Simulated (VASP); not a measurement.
Input of a VASP 6.6.1 run:

Contents of POSCAR:

```
Hf
1.0
    3.1121230127      0.0000000000      0.0000000000
   -1.5560615063      2.6951775887      0.0000000000
    0.0000000000      0.0000000000      4.9064988233
Hf
2
Direct
    0.3333333333      0.6666666667      0.2500000000
    0.6666666667      0.3333333333      0.7500000000
```

INCAR.step1

```
SYSTEM = Hf
PREC = Accurate
ENCUT = 520
ISMEAR = 0
SIGMA = 0.05
LREAL = .FALSE.
LASPH = .TRUE.
NELM = 60
NBANDS = 17
GGA = PE
ALGO = Normal
EDIFF = 1E-4
LWAVE = .TRUE.
LCHARG = .FALSE.
```

INCAR.step2

```
SYSTEM = Hf
PREC = Accurate
ENCUT = 520
EDIFF = 1E-6
ISMEAR = 0
SIGMA = 0.05
LREAL = .FALSE.
LASPH = .TRUE.
NELM = 60
ALGO = Normal
ISIF = 2
LWAVE = .FALSE.
LCHARG = .TRUE.
METAGGA = R2SCAN
LMIXTAU = .TRUE.
LELF = .TRUE.
LVHAR = .TRUE.
NBANDS = 17
ISTART = 1
```

Contents of KPOINTS:

```
Automatic mesh
0
G
  16 16 10
  0 0 0
```

Potentials or basis: VASP PAW PBE potentials, release 64 (Hf_pv).

Run with:

```sh
$ cat potpaw_PBE.64/Hf_pv/POTCAR > POTCAR
$ cp INCAR.step1 INCAR
$ mpirun -np 1 vasp_std > vasp.out
$ cp INCAR.step2 INCAR
$ mpirun -np 1 vasp_std > vasp.out
```

(1) What does it give for the band gap on the k mesh?

(2) What does it give for the pressure?

Answers

(1) zero (band 10 reaches 6.76 eV, above the bottom of band 11 at 4.99 eV).

(2) 9.9 GPa.

Caveat: the PAW data sets were made with another functional, which shifts forces and pressure a little; spin-orbit coupling is left out, which moves the levels of the heavy elements.
